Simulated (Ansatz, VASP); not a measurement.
# Two plane-wave programs on PbO2

```
CELL_PARAMETERS angstrom
5.03025 0.00000 0.00000
0.00000 5.03025 0.00000
0.00000 0.00000 3.44064
ATOMIC_POSITIONS crystal
Pb 0.00000 0.00000 0.00000
Pb 0.50000 0.50000 0.50000
O 0.30749 0.30749 0.00000
O 0.19251 0.80749 0.50000
O 0.80749 0.19251 0.50000
O 0.69251 0.69251 0.00000
```

Alike in both runs: functional PBE; dispersion D3(BJ); k mesh 8 × 8 × 12; occupations gaussian, width 0.1 eV; no spin polarisation.

Ansatz relaxed the structure, and its values are those at the end. VASP's run is a single point on that final structure, the one shown.

|  | VASP | Ansatz |
| --- | --- | --- |
| version | VASP 6.6.1 | Ansatz 0.2.0 |
| potentials or method | VASP PAW PBE potentials, release 64 (Pb_d, O), cutoff 520 eV | scalar-relativistic, plane waves, PAW |
| valence electrons in the cell | 52 | 52 |

|  | VASP | Ansatz | Ansatz less VASP |
| --- | --- | --- | --- |
| gap on the k mesh at the Fermi level (eV) | 0.05 | 0.05 | 0.000 |
| least direct gap on the mesh (eV) | 0.07 | 0.08 | +0.012 |
| pressure (GPa) | 0.2 | 0.0 | -0.24 |
| rms of the force components (eV/Å) | 0.004 | 0.000 | -0.0041 |

Neither program's run includes spin-orbit coupling.
